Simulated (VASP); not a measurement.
LiF: single point with PBE-based screened hybrid with 35 % exact exchange

LiF:

```
CELL_PARAMETERS angstrom
0.00000 1.99487 1.99487
1.99487 0.00000 1.99487
1.99487 1.99487 0.00000
ATOMIC_POSITIONS crystal
Li 0.00000 0.00000 0.00000
F 0.50000 0.50000 0.50000
```

```json
{"Program": "VASP 6.6.1", "Task": "single point", "Functional": "PBE-based screened hybrid with 35 % exact exchange", "Potentials or basis": "VASP PAW PBE potentials, release 64 (Li_sv, F)", "Cutoff": "520 eV", "k mesh": "6 × 6 × 6", "Occupations": "gaussian, width 0.01 eV", "Spin": "no spin polarisation"}
```

```json
{
 "Band gap on the k mesh": "12.20 eV"
}
```

Levels at points of the mesh, in eV from the valence-band top:
```tsv
k point	band 3	band 4	band 5	band 6	band 7	band 8
(0.00, 0.00, 0.00)	0.00	0.00	0.00	12.20	27.61	27.61
(0.50, 0.00, 0.00)	-2.78	-0.27	-0.27	13.81	20.40	22.20
(0.50, 0.50, 0.00)	-3.27	-1.11	-1.11	18.30	19.44	20.95
```

Wall time 4.4 min on 1 thread of Oxide Virtual Turin-like Processor (shared host), peak memory 0.2 GiB.

Caveat: the k points lie up to 0.45 Å⁻¹ apart.
